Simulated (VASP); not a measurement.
Li2Cl3, 5 atoms in the cell. It takes space group P-3m1 (No. 164, trigonal). The conventional cell has a = 3.793 Å, b = 3.793 Å, c = 7.890 Å, α = 90.00°, β = 90.00°, γ = 120.00°. Within 3.2 Å of Li (site symmetry 3m) lie 6 Cl at 2.41 to 2.73 Å. Within 3.6 Å of Cl (site symmetry -3m) lie 6 Li at 2.73 Å and 6 Cl at 3.42 Å. Within 3.2 Å of Cl (site symmetry 3m) lie 3 Li at 2.41 Å. 

```yaml
Program: VASP 6.6.1
Task: single point
Functional: PBE
Potentials_or_basis: VASP PAW PBE potentials, release 64 (Li_sv, Cl)
Cutoff: 750 eV
k_mesh: 6 × 6 × 4
Occupations: gaussian, width 0.1 eV
Spin: no spin polarisation
Dipole_correction: no
Further_INCAR_settings: ALGO = Normal; EDIFF = 1e-06; NBANDS = 22
```

Potentials or basis: VASP PAW PBE potentials, release 64 (Li_sv, Cl).

Launch:

```console
$ cat potpaw_PBE.64/Li_sv/POTCAR potpaw_PBE.64/Cl/POTCAR > POTCAR
$ mpirun -np 1 vasp_std > vasp.out
```

Hardware: 1 thread of Intel(R) Xeon(R) Platinum 8124M CPU @ 3.00GHz (Skylake/Cascade Lake) (shared host).

Q: How long does it take, and how much memory?

A: It took 80 s on 1 thread of Intel(R) Xeon(R) Platinum 8124M CPU @ 3.00GHz (Skylake/Cascade Lake), with other jobs on the host, peak memory 0.31 GiB. Counts: scf iterations 14, k points 24.
